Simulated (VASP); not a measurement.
Runs of VASP 6.6.1 on Al. It takes space group Fm-3m (No. 225, cubic). Conventional cell: a = 4.050 Å, b = 4.050 Å, c = 4.050 Å, α = 90.00°, β = 90.00°, γ = 90.00°. Al (site symmetry m-3m) has 12 Al at 2.86 Å within 3.8 Å. 

```tsv
k mesh	gap on the mesh (eV)	pressure (GPa)
3 × 3 × 3	none	-1.8
6 × 6 × 6	none	-0.2
8 × 8 × 8	none	(b)
4 × 4 × 4	none	0.4
5 × 5 × 5	none	(a)
```

Alike in all rows: task single point; level PBE; potentials or basis VASP PAW PBE potentials, release 64 (Al); no spin polarisation; cell as given; cutoff (eV) 520; smearing fermi-dirac 0.15 eV.

Task: Estimate the missing entries.

Result: (a) 0.9; (b) -0.4.

Caveats: some runs use coarse meshes.

A gap of «none» marks levels without a gap at the run's occupations.
